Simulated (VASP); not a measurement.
# Sc (P6_3/mmc) in VASP: single point with PBEsol

Aim: the single point of Sc with PBEsol.

All numbers are computed with VASP 6.6.1; they aren't measurements. Logs are shortened: lines on timing, memory, paths and dates and some standing lists are left out, and cuts for length are marked.

### 1 The cell of the first run

The structure is hexagonal, space group P6_3/mmc (No. 194). Conventional cell: a = 3.247 Å, b = 3.247 Å, c = 10.373 Å, α = 90.00°, β = 90.00°, γ = 120.00°. Sc (site symmetry -3m) has 12 Sc at 3.20 to 3.25 Å within 4.2 Å. Sc (site symmetry -6m2) has 12 Sc at 3.20 to 3.25 Å within 4.2 Å.

### 2 Single point, PBEsol

File INCAR:

```
PREC = Accurate ; ENCUT = 520
EDIFF = 1E-6 ; ISMEAR = -1
SIGMA = 0.1 ; LREAL = False
LASPH = True ; NELM = 80
ALGO = Normal ; ISIF = 2
LWAVE = False ; LCHARG = False
GGA = PS ; NBANDS = 30
```

File KPOINTS:

```
regular mesh
0
Gamma
  15 15 4
```

File POSCAR:

```
Sc
1.0
    3.2473309378      0.0000000000      0.0000000000
   -1.6236654689      2.8122710866      0.0000000000
    0.0000000000      0.0000000000     10.3732180917
Sc
4
Direct
    0.0000000000      0.0000000000      0.0000000000
    0.0000000000      0.0000000000      0.5000000000
    0.3333333333      0.6666666667      0.2500000000
    0.6666666667      0.3333333333      0.7500000000
```

Potentials or basis: VASP PAW PBE potentials, release 64 (Sc_sv).

Launch:

```sh
> cat potpaw_PBE.64/Sc_sv/POTCAR > POTCAR
> mpirun -np 1 vasp_std > vasp.out
```

OUTCAR:

```text
PREC = Accurate
   ENCUT = 520
   EDIFF = 1E-6
   ISMEAR = -1
   LREAL = False
   LASPH = True
   NELM = 80
   ISIF = 2
   GGA = PS

 ion  position               nearest neighbor table
   1  0.000  0.000  0.000-   3 3.20   4 3.20   3 3.20   4 3.20   4 3.20   3 3.20
   2  0.000  0.000  0.500-   3 3.20   4 3.20   3 3.20   4 3.20   4 3.20   3 3.20
   3  0.333  0.667  0.250-   1 3.20   2 3.20   1 3.20   2 3.20   1 3.20   2 3.20
   4  0.667  0.333  0.750-   1 3.20   2 3.20   1 3.20   2 3.20   1 3.20   2 3.20

  LATTYP: Found a hexagonal cell.
 ALAT       =     3.2473309378
 C/A-ratio  =     3.1943827994

  Lattice vectors:

 A1 = (   3.2473309378,   0.0000000000,   0.0000000000)
 A2 = (  -1.6236654689,   2.8122710866,   0.0000000000)
 A3 = (   0.0000000000,   0.0000000000,  10.3732180917)

Analysis of symmetry for initial positions (statically):
=====================================================================
 Subroutine PRICEL returns:
 Original cell was already a primitive cell.

 Routine SETGRP: Setting up the symmetry group for a
 hexagonal supercell.

 Subroutine GETGRP returns: Found 24 space group operations
 (whereof 12 operations were pure point group operations)
 out of a pool of 24 trial point group operations.

The static configuration has the point symmetry D_3d.
 The point group associated with its full space group is D_6h.

Analysis of symmetry for dynamics (positions and initial velocities):
=====================================================================
 Subroutine PRICEL returns:
 Original cell was already a primitive cell.

 Routine SETGRP: Setting up the symmetry group for a
 hexagonal supercell.

 Subroutine GETGRP returns: Found 24 space group operations
 (whereof 12 operations were pure point group operations)
 out of a pool of 24 trial point group operations.

The dynamic configuration has the point symmetry D_3d.
 The point group associated with its full space group is D_6h.

 Subroutine INISYM returns: Found 24 space group operations
 (whereof 12 operations are pure point group operations),
 and found     1 'primitive' translations

----------------------------------------------------------------------------------------

                                     Primitive cell

  volume of cell :      94.7321

  direct lattice vectors                    reciprocal lattice vectors
     3.247330938  0.000000000  0.000000000     0.307945208  0.177792249  0.000000000
    -1.623665469  2.812271087  0.000000000     0.000000000  0.355584497  0.000000000
     0.000000000  0.000000000 10.373218092     0.000000000  0.000000000  0.096402099

  length of vectors
     3.247330938  3.247330938 10.373218092     0.355584497  0.355584497  0.096402099

  position of ions in fractional coordinates (direct lattice)
     0.000000000  0.000000000  0.000000000
     0.000000000  0.000000000  0.500000000
     0.333333333  0.666666667  0.250000000
     0.666666667  0.333333333  0.750000000

  ion indices of the primitive-cell ions
   primitive index   ion index
                 1           1
                 2           2
                 3           3
                 4           4

----------------------------------------------------------------------------------------

 KPOINTS: regular mesh

Automatic generation of k-mesh.
 Grid dimensions read from file:
 generate k-points for:   15   15    4

 Generating k-lattice:

  Cartesian coordinates                     Fractional coordinates (reciprocal lattice)
     0.020529681  0.011852817  0.000000000     0.066666667  0.000000000  0.000000000
     0.000000000  0.023705633  0.000000000     0.000000000  0.066666667  0.000000000
     0.000000000  0.000000000  0.024100525     0.000000000  0.000000000  0.250000000

  Length of vectors
     0.023705633  0.023705633  0.024100525

  Shift w.r.t. Gamma in fractional coordinates (k-lattice)
     0.000000000  0.000000000  0.000000000

 Subroutine IBZKPT returns following result:
 ===========================================

 Found     81 irreducible k-points:

 Following reciprocal coordinates:
            Coordinates               Weight
  0.000000  0.000000  0.000000      1.000000
  0.066667  0.000000  0.000000      6.000000
  0.133333  0.000000  0.000000      6.000000
  0.200000  0.000000  0.000000      6.000000
  0.266667  0.000000  0.000000      6.000000
  0.333333  0.000000  0.000000      6.000000
[... 16 lines left out ...]
  0.333333  0.200000  0.000000     12.000000
  0.400000  0.200000  0.000000      6.000000
 [... further k-points ...]
   k-points           NKPTS =     81   k-points in BZ     NKDIM =     81   number of bands    NBANDS=     30
   number of dos      NEDOS =    301   number of ions     NIONS =      4
   total plane-waves  NPLWV =  46080
   dimension x,y,z NGX =    24 NGY =   24 NGZ =   80
   dimension x,y,z NGXF=    48 NGYF=   48 NGZF=  160
   ions per type =               4
   NGX,Y,Z   is equivalent  to a cutoff of  12.29, 12.29, 12.82 a.u.
   NGXF,Y,Z  is equivalent  to a cutoff of  24.57, 24.57, 25.64 a.u.
 SYSTEM =  unknown system
   PREC   = accura    normal or accurate (medium, high low for compatibility)
   ISTART =      0    job   : 0-new  1-cont  2-samecut
   ICHARG =      2    charge: 1-file 2-atom 10-const
   ISPIN  =      1    spin polarized calculation?
   LNONCOLLINEAR =      F non collinear calculations
   LSORBIT =      F    spin-orbit coupling
   LASPH  =      T    aspherical Exc in radial PAW
   ENCUT  =  520.0 eV  38.22 Ry    6.18 a.u.   6.04  6.04 19.29*2*pi/ulx,y,z
   NELM   =     80;   NELMIN=  2; NELMDL= -5     # of ELM steps
   EDIFF  = 0.1E-05   stopping-criterion for ELM
   LREAL  =      F    real-space projection
   EDIFFG = 0.1E-04   stopping-criterion for IOM
   NSW    =      0    number of steps for IOM
   IBRION =     -1    ionic relax: 0-MD 1-quasi-New 2-CG
   NFREE  =      0    steps in history (QN), initial steepest desc. (CG)
   ISIF   =      2    stress and relaxation
   ISYM   =      2    0-nonsym 1-usesym 2-fastsym
   POTIM  = 0.5000    time-step for ionic-motion
   TEBEG  =    0.0;   TEEND  =   0.0 temperature during run
   PSTRESS=    0.0 pullay stress
   NELECT =      44.0000    total number of electrons
   NUPDOWN=      -1.0000    fix difference up-down
   EMIN   =  10.00;   EMAX   =-10.00  energy-range for DOS
   EFERMI =   0.00;   METHOD = LEGACY
   ISMEAR =    -1;   SIGMA  =   0.10  broadening in eV -4-tet -1-fermi 0-gaus
   EFERMI_NEDOS =   21; number of points for ismear=-14 and -15
   IALGO  =     38    algorithm
   IMIX   =      4    mixing-type and parameters
     AMIX     =   0.40;   BMIX     =  1.00
     AMIX_MAG =   1.60;   BMIX_MAG =  1.00
  volume/ion in A,a.u.               =      23.68       159.82
  Fermi-wavevector in a.u.,A,eV,Ry     =   1.267827  2.395846 21.869803  1.607385
  Thomas-Fermi vector in A             =   2.400954
   LORBIT       =      0    0 simple, 1 ext, 2 COOP (PROOUT), +10 PAW based schemes
   GGA     = PS    functional components
   LHFCALC =     F    Hartree Fock is set to
   AEXX    =    0.0000 exact exchange contribution
   IVDW    =     0    specifies the selected vdW correction
   LEPSILON=     F    determine dielectric tensor
   LRPA    =     F    only Hartree local field effects (RPA)
 non-spin polarized calculation
  energy-cutoff  :      520.00
  volume of cell :       94.73
 maximum number of plane-waves:      2592
   NGX = 13   NGY = 13   NGZ = 39

 number of electron      43.9999991 magnetization

 Free energy of the ion-electron system (eV)
  ---------------------------------------------------
  ext. energy  EPLUGINS =         0.00000000
  ---------------------------------------------------
  free energy    TOTEN  =       -26.45690627 eV

  energy without entropy =      -26.21862413  energy(sigma->0) =      -26.33776520

 E-fermi :   3.8419     XC(G=0): -10.1528

 val. band max:        3.8277120713   @ k =   0.1333   0.1333   0.5000
 cond. band min:       3.8444542718   @ k =   0.1333   0.0667   0.0000
 fundamental gap:      0.0167422005
 Fermi energy:         3.8418990333

 k-point     1 :       0.0000    0.0000    0.0000
  band No.  band energies     occupation
      1     -45.2669      2.00000
      2     -45.2340      2.00000
      3     -45.2206      2.00000
      4     -45.1873      2.00000
      5     -24.2182      2.00000
      6     -23.9976      2.00000
[... 22 lines left out ...]
     29       5.7053      0.00000
     30       5.7368      0.00000

 k-point     2 :       0.0667    0.0000    0.0000
  band No.  band energies     occupation
      1     -45.2643      2.00000
      2     -45.2321      2.00000
      3     -45.2187      2.00000
      4     -45.1862      2.00000
      5     -24.2115      2.00000
      6     -23.9997      2.00000
[... 22 lines left out ...]
     29       5.7649      0.00000
     30       5.7794      0.00000

 k-point     3 :       0.1333    0.0000    0.0000
  band No.  band energies     occupation
      1     -45.2568      2.00000
      2     -45.2268      2.00000
      3     -45.2134      2.00000
      4     -45.1831      2.00000
      5     -24.1921      2.00000
      6     -24.0079      2.00000
[... 22 lines left out ...]
     29       5.7419      0.00000
     30       5.9707      0.00000

 k-point     4 :       0.2000    0.0000    0.0000
  band No.  band energies     occupation
      1     -45.2455      2.00000
      2     -45.2190      2.00000
      3     -45.2055      2.00000
      4     -45.1789      2.00000
      5     -24.1622      2.00000
      6     -24.0279      2.00000
[... 616 lines left out ...]
     29       5.7712      0.00000
     30       6.0121      0.00000

 k-point    23 :       0.3333    0.2000    0.0000
  band No.  band energies     occupation
      1     -45.1943      2.00000
      2     -45.1886      2.00000
      3     -45.1750      2.00000
      4     -45.1693      2.00000
      5     -24.1426      2.00000
      6     -24.1375      2.00000
[... 22 lines left out ...]
     29       5.8056      0.00000
     30       6.2019      0.00000

 k-point    24 :       0.4000    0.2000    0.0000
  band No.  band energies     occupation
      1     -45.1907      2.00000
      2     -45.1870      2.00000
      3     -45.1735      2.00000
      4     -45.1699      2.00000
      5     -24.1499      2.00000
      6     -24.1427      2.00000
[... 22 lines left out ...]
     29       5.8362      0.00000
     30       6.3073      0.00000

 [... further k-points ...]

------------------------ aborting loop because EDIFF is reached ----------------------------------------

  FORCE on cell =-STRESS in cart. coord.  units (eV):
  Direction    XX          YY          ZZ          XY          YZ          ZX
  --------------------------------------------------------------------------------------
  -------------------------------------------------------------------------------------
  Total       -0.0060045     -0.0060045     -0.0146371      0.0000000      0.0000000     -0.0000000
  in kB       -0.1015531     -0.1015531     -0.2475537      0.0000000      0.0000000     -0.0000000
  external PRESSURE =      -0.1502200 kB  Pullay stress =       0.0000000 kB

 VOLUME and BASIS-vectors are now :
 -----------------------------------------------------------------------------
  energy-cutoff  :      520.00
  volume of cell :       94.73
      direct lattice vectors                 reciprocal lattice vectors
     3.247330938  0.000000000  0.000000000     0.307945208  0.177792249  0.000000000
    -1.623665469  2.812271087  0.000000000     0.000000000  0.355584497  0.000000000
     0.000000000  0.000000000 10.373218092     0.000000000  0.000000000  0.096402099

 POSITION                                       TOTAL-FORCE (eV/Angst)
 -----------------------------------------------------------------------------------
      0.00000      0.00000      0.00000         0.000000      0.000000      0.000000
      0.00000      0.00000      5.18661         0.000000      0.000000      0.000000
     -0.00000      1.87485      2.59330        -0.000000     -0.000000     -0.000000
      1.62367      0.93742      7.77991         0.000000      0.000000      0.000000
 -----------------------------------------------------------------------------------
    total drift:                               -0.000000      0.000000     -0.000000

  FREE ENERGIE OF THE ION-ELECTRON SYSTEM (eV)
  ---------------------------------------------------
  free  energy   TOTEN  =       -26.4569062661 eV

  energy  without entropy=      -26.2186241345  energy(sigma->0) =      -26.33776520
```

It took 2.3 min on 1 thread of AMD EPYC 7R13 (Zen 3), shared host; peak memory 0.28 GiB.

What came out:

```
Free energy            : -26.4569 eV
Pressure               : 0.0 GPa
Band gap on the k mesh : zero (bands 22 and 23 overlap by 1.24 eV)
```

Levels at points of the mesh, in eV from the Fermi level:
```
           k point  band 18  band 19  band 20  band 21  band 22  band 23  band 24  band 25  band 26  band 27
(0.00, 0.00, 0.00)    -3.71    -3.70    -1.76     0.50     0.84     0.89     1.50     1.50     1.54     1.54
(0.00, 0.00, 0.50)    -4.83    -2.36    -2.36     0.47     0.47     1.47     1.47     1.61     1.61     1.61
```

Caveat: the PAW data sets were made with another functional, which shifts forces and pressure a little.
